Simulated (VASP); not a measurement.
# BN (P6_3/mmc) in VASP: vibrations by perturbation theory with PBEsol

Aim: the vibrations by perturbation theory of BN with PBEsol.

Program: VASP 6.6.1. These are calculated values, not measurements. Logs are shortened: lines on timing, memory, paths and dates and some standing lists are left out, and cuts for length are marked.

**1. The cell of the first run**

The structure is hexagonal, space group P6_3/mmc (No. 194). The conventional cell has a = 2.504 Å, b = 2.504 Å, c = 7.034 Å, α = 90.00°, β = 90.00°, γ = 120.00°. B (site symmetry -6m2) has 3 N at 1.45 Å within 1.9 Å. Within 1.9 Å of N (site symmetry -6m2) lie 3 B at 1.45 Å.

**2. Vibrations by perturbation theory, PBEsol**

Input file INCAR:

```
PREC = Accurate
ENCUT = 600
EDIFF = 1E-8
ISMEAR = 0
SIGMA = 0.05
LREAL = False
LASPH = True
NELM = 120
ALGO = Normal
ISIF = 2
LWAVE = False
LCHARG = False
GGA = PS
IBRION = 8
NSW = 1
GGA_COMPAT = False
KPAR = 4
```

Input file KPOINTS:

```
regular mesh
0
Gamma
  10 6 4
```

Input file POSCAR:

```
BN
1.0
    2.5037762076      0.0000000000      0.0000000000
    0.0000000000      4.3366676023      0.0000000000
    0.0000000000      0.0000000000      7.0340970058
B N
4 4
Direct
    0.0000000000      0.3333333333      0.2500000000
    0.5000000000      0.8333333333      0.2500000000
    0.5000000000      0.1666666667      0.7500000000
    1.0000000000      0.6666666667      0.7500000000
    0.0000000000      0.3333333333      0.7500000000
    0.5000000000      0.8333333333      0.7500000000
    0.5000000000      0.1666666667      0.2500000000
    1.0000000000      0.6666666667      0.2500000000
```

Potentials or basis: VASP PAW PBE potentials, release 64 (B, N).

Started as:

```console
$ cat potpaw_PBE.64/B/POTCAR potpaw_PBE.64/N/POTCAR > POTCAR
$ mpirun -np 4 vasp_std > vasp.out
```

OUTCAR:

```text
PREC = Accurate
   ENCUT = 600
   EDIFF = 1E-8
   ISMEAR = 0
   LREAL = False
   LASPH = True
   NELM = 120
   ISIF = 2
   GGA = PS
   IBRION = 8
   NSW = 1

 ion  position               nearest neighbor table
   1  0.000  0.333  0.250-   7 1.45   7 1.45   8 1.45
   2  0.500  0.833  0.250-   8 1.45   8 1.45   7 1.45
   3  0.500  0.167  0.750-   5 1.45   5 1.45   6 1.45
   4  0.000  0.667  0.750-   6 1.45   6 1.45   5 1.45
   5  0.000  0.333  0.750-   3 1.45   3 1.45   4 1.45
   6  0.500  0.833  0.750-   4 1.45   4 1.45   3 1.45
   7  0.500  0.167  0.250-   1 1.45   1 1.45   2 1.45
   8  0.000  0.667  0.250-   2 1.45   2 1.45   1 1.45

  LATTYP: Found a simple orthorhombic cell.
 ALAT       =     2.5037762076
 B/A-ratio  =     1.7320508076
 C/A-ratio  =     2.8093952584

  Lattice vectors:

 A1 = (   2.5037762076,   0.0000000000,   0.0000000000)
 A2 = (   0.0000000000,   4.3366676023,   0.0000000000)
 A3 = (   0.0000000000,   0.0000000000,   7.0340970058)

Analysis of symmetry for initial positions (statically):
=====================================================================
 Subroutine PRICEL returns following result:

  LATTYP: Found a hexagonal cell.
 ALAT       =     2.5037762076
 C/A-ratio  =     2.8093952584

  Lattice vectors:

 A1 = (  -2.5037762076,   0.0000000000,   0.0000000000)
 A2 = (   1.2518881038,  -2.1683338012,   0.0000000000)
 A3 = (   0.0000000000,   0.0000000000,   7.0340970058)

   2 primitive cells build up your supercell.

 Routine SETGRP: Setting up the symmetry group for a
 simple orthorhombic supercell.

[... 823 lines left out ...]
  free energy    TOTEN  =        -0.25382755 eV

  energy without entropy =       -0.25382755

------------------------ aborting loop because EDIFF is reached ----------------------------------------

 INTERNAL STRAIN TENSOR  FOR ION    5  DIRECTION 3   (eV/Angst):
 -----------------------------------------------------------------------------
    -0.00016  0.00000  0.00000
     0.00000  0.00116 -0.00056
     0.00000 -0.00055 -0.00087

 INTERNAL STRAIN TENSOR FOR ION    8 for displacements in x,y,z  (eV/Angst):
          X           Y           Z          XY          YZ          ZX
  --------------------------------------------------------------------------------
  x     0.00000     0.00000     0.00000    12.92550     0.00000     0.00000
  y    13.16171   -13.17126     0.00444     0.00000     0.00000     0.00000
  z     0.00000     0.00000     0.00000     0.00000     0.00055     0.00000

 SECOND DERIVATIVES (NOT SYMMETRIZED)
 ------------------------------------
               1X          1Y          1Z          2X          2Y          2Z          3X          3Y          3Z          4X          4Y          4Z          5X          5Y          5Z          6X          6Y          6Z          7X          7Y          7Z          8X          8Y          8Z
  1X   -40.809253   -0.000000    0.000000   -0.892426   -0.000000    0.000000    0.020002    0.000000    0.000000    0.015388   -0.000000    0.000000    0.022923   -0.000000    0.000000    0.016213    0.000000    0.000000   35.602765    0.000000    0.000000    6.024389    0.000000    0.000000
  1Y     0.000000  -54.298408    0.000000    0.000000   12.623186    0.000000    0.000000    0.115404    0.000000    0.000000   -0.104649    0.000000    0.000000    0.146680    0.000000    0.000000   -0.153449    0.000000    0.000000   19.520911    0.000000    0.000000   22.150323    0.000000
  1Z     0.000000    0.000000  -13.757258    0.000000   -0.000000    0.327294    0.000000   -0.000000    0.355060    0.000000    0.000000    0.290386    0.000000    0.000000   -0.534740    0.000000    0.000000   -0.121875    0.000000    0.000000    8.540206    0.000000   -0.000000    4.900926
  2X    -0.892426   -0.000000    0.000000  -40.809253   -0.000000    0.000000    0.015388   -0.000000    0.000000    0.020002    0.000000    0.000000    0.016213    0.000000    0.000000    0.022923   -0.000000    0.000000    6.024389    0.000000    0.000000   35.602765    0.000000    0.000000
  2Y     0.000000   12.623186    0.000000    0.000000  -54.298408    0.000000    0.000000   -0.104649    0.000000    0.000000    0.115404    0.000000    0.000000   -0.153449    0.000000    0.000000    0.146680    0.000000    0.000000   22.150323    0.000000    0.000000   19.520911    0.000000
  2Z     0.000000   -0.000000    0.327294    0.000000    0.000000  -13.757258    0.000000    0.000000    0.290386    0.000000   -0.000000    0.355060    0.000000    0.000000   -0.121875    0.000000    0.000000   -0.534740    0.000000   -0.000000    4.900926    0.000000    0.000000    8.540206
  3X     0.020002    0.000000    0.000000    0.015388   -0.000000    0.000000  -40.809253   -0.000000    0.000000   -0.892426   -0.000000    0.000000   35.602765    0.000000    0.000000    6.024389    0.000000    0.000000    0.022923   -0.000000    0.000000    0.016213    0.000000    0.000000
  3Y     0.000000    0.115404    0.000000    0.000000   -0.104649    0.000000    0.000000  -54.298408    0.000000    0.000000   12.623186    0.000000    0.000000   19.520911    0.000000    0.000000   22.150323    0.000000    0.000000    0.146680    0.000000    0.000000   -0.153449    0.000000
  3Z     0.000000   -0.000000    0.355060    0.000000    0.000000    0.290386    0.000000    0.000000  -13.757258    0.000000   -0.000000    0.327294    0.000000    0.000000    8.540206    0.000000   -0.000000    4.900926    0.000000    0.000000   -0.534740    0.000000    0.000000   -0.121875
  4X     0.015388   -0.000000    0.000000    0.020002    0.000000    0.000000   -0.892426   -0.000000    0.000000  -40.809253   -0.000000    0.000000    6.024389    0.000000    0.000000   35.602765    0.000000    0.000000    0.016213    0.000000    0.000000    0.022923   -0.000000    0.000000
  4Y     0.000000   -0.104649    0.000000    0.000000    0.115404    0.000000    0.000000   12.623186    0.000000    0.000000  -54.298408    0.000000    0.000000   22.150323    0.000000    0.000000   19.520911    0.000000    0.000000   -0.153449    0.000000    0.000000    0.146680    0.000000
  4Z     0.000000    0.000000    0.290386    0.000000   -0.000000    0.355060    0.000000   -0.000000    0.327294    0.000000    0.000000  -13.757258    0.000000   -0.000000    4.900926    0.000000    0.000000    8.540206    0.000000    0.000000   -0.121875    0.000000    0.000000   -0.534740
  5X    -0.014212    0.000000    0.000000   -0.002349    0.000000    0.000000   35.650396   -0.000000    0.000000    6.043253   -0.000000    0.000000  -43.887243    0.000000    0.000000    2.203680    0.000000    0.000000    0.034555    0.000000    0.000000   -0.028081   -0.000000    0.000000
  5Y     0.000000    0.154333    0.000000    0.000000   -0.162359    0.000000    0.000000   19.523781    0.000000    0.000000   22.142580    0.000000    0.000000  -55.228833    0.000000    0.000000   13.539726    0.000000    0.000000    0.015468    0.000000    0.000000    0.015304    0.000000
  5Z     0.000000   -0.000000   -0.530036    0.000000    0.000000   -0.118460    0.000000   -0.000000    8.538321    0.000000    0.000000    4.901125    0.000000    0.000000   -9.877079    0.000000    0.000000   -3.753606    0.000000    0.000000    0.542269    0.000000    0.000000    0.297465
  6X    -0.002349    0.000000    0.000000   -0.014212    0.000000    0.000000    6.043253   -0.000000    0.000000   35.650396   -0.000000    0.000000    2.203680    0.000000    0.000000  -43.887243    0.000000    0.000000   -0.028081   -0.000000    0.000000    0.034555    0.000000    0.000000
  6Y     0.000000   -0.162359    0.000000    0.000000    0.154333    0.000000    0.000000   22.142580    0.000000    0.000000   19.523781    0.000000    0.000000   13.539726    0.000000    0.000000  -55.228833    0.000000    0.000000    0.015304    0.000000    0.000000    0.015468    0.000000
  6Z     0.000000    0.000000   -0.118460    0.000000   -0.000000   -0.530036    0.000000    0.000000    4.901125    0.000000   -0.000000    8.538321    0.000000    0.000000   -3.753606    0.000000    0.000000   -9.877079    0.000000    0.000000    0.297465    0.000000    0.000000    0.542269
  7X    35.650396   -0.000000    0.000000    6.043253   -0.000000    0.000000   -0.014212    0.000000    0.000000   -0.002349    0.000000    0.000000    0.034555    0.000000    0.000000   -0.028081   -0.000000    0.000000  -43.887243    0.000000    0.000000    2.203680    0.000000    0.000000
  7Y     0.000000   19.523781    0.000000    0.000000   22.142580    0.000000    0.000000    0.154333    0.000000    0.000000   -0.162359    0.000000    0.000000    0.015468    0.000000    0.000000    0.015304    0.000000    0.000000  -55.228833    0.000000    0.000000   13.539726    0.000000
  7Z     0.000000   -0.000000    8.538321    0.000000    0.000000    4.901125    0.000000   -0.000000   -0.530036    0.000000    0.000000   -0.118460    0.000000    0.000000    0.542269    0.000000    0.000000    0.297465    0.000000    0.000000   -9.877079    0.000000    0.000000   -3.753606
  8X     6.043253   -0.000000    0.000000   35.650396   -0.000000    0.000000   -0.002349    0.000000    0.000000   -0.014212    0.000000    0.000000   -0.028081   -0.000000    0.000000    0.034555    0.000000    0.000000    2.203680    0.000000    0.000000  -43.887243    0.000000    0.000000
  8Y     0.000000   22.142580    0.000000    0.000000   19.523781    0.000000    0.000000   -0.162359    0.000000    0.000000    0.154333    0.000000    0.000000    0.015304    0.000000    0.000000    0.015468    0.000000    0.000000   13.539726    0.000000    0.000000  -55.228833    0.000000
  8Z     0.000000    0.000000    4.901125    0.000000   -0.000000    8.538321    0.000000    0.000000   -0.118460    0.000000   -0.000000   -0.530036    0.000000    0.000000    0.297465    0.000000    0.000000    0.542269    0.000000    0.000000   -3.753606    0.000000    0.000000   -9.877079

 Eigenvectors and eigenvalues of the dynamical matrix
 ----------------------------------------------------

   1 f  =   40.866987 THz   256.774851 2PiTHz 1363.175948 cm-1   169.012201 meV
             X         Y         Z           dx          dy          dz
      0.000000  1.445556  1.758524    -0.000000   -0.375541    0.000000
      1.251888  3.613890  1.758524    -0.000000   -0.375541    0.000000
      1.251888  0.722778  5.275573    -0.000000    0.375541    0.000000
      0.000000  2.891112  5.275573    -0.000000    0.375541   -0.000000
      0.000000  1.445556  5.275573     0.000000   -0.330105    0.000000
      1.251888  3.613890  5.275573     0.000000   -0.330105    0.000000
      1.251888  0.722778  1.758524     0.000000    0.330105   -0.000000
      0.000000  2.891112  1.758524     0.000000    0.330105    0.000000
[... 243 lines left out ...]
  24 f/i=    0.002823 THz     0.017738 2PiTHz    0.094171 cm-1     0.011676 meV
             X         Y         Z           dx          dy          dz
      0.000000  1.445556  1.758524    -0.000000    0.000000   -0.330091
      1.251888  3.613890  1.758524    -0.000000    0.000000   -0.330091
      1.251888  0.722778  5.275573    -0.000000    0.000000   -0.330091
      0.000000  2.891112  5.275573    -0.000000    0.000000   -0.330091
      0.000000  1.445556  5.275573    -0.000000    0.000000   -0.375553
      1.251888  3.613890  5.275573    -0.000000    0.000000   -0.375553
      1.251888  0.722778  1.758524    -0.000000    0.000000   -0.375553
      0.000000  2.891112  1.758524    -0.000000    0.000000   -0.375553

--------------------------------------------------------------------------------------------------------

 ELASTIC MODULI CONTR FROM IONIC RELAXATION (kBar)
 Direction    XX          YY          ZZ          XY          YZ          ZX
 --------------------------------------------------------------------------------
 XX        -353.6174    354.9984     -0.4612     -0.0000     -0.0000      0.0000
 YY         354.9984   -356.6241      0.5358      0.0000      0.0000      0.0000
 ZZ          -0.4612      0.5358     -0.0227     -0.0000     -0.0000      0.0000
 XY          -0.0000      0.0000     -0.0000   -336.7170      0.0000      0.0000
 YZ          -0.0000      0.0000     -0.0000      0.0000     -0.0001      0.0000
 ZX           0.0000      0.0000      0.0000      0.0000      0.0000      0.0000
 --------------------------------------------------------------------------------
```

Run time: 4.5 min. Hardware: 4 MPI ranks of Intel Xeon Platinum 8559C (Emerald Rapids), shared host; peak memory 0.48 GiB.

Results:

```yaml
Highest_phonon_frequency_at_Γ_LO-TO_splitting_left_out: 1363 cm⁻¹
```

Phonon frequencies in cm⁻¹ (negative: imaginary):
| q point | frequencies |
| --- | --- |
| (0.000, 0.000, 0.000) | 0 0 0 24 38 63 305 307 541 542 610 622 755 794 1151 1152 1267 1268 1298 1304 1363 1363 1363 1363 |
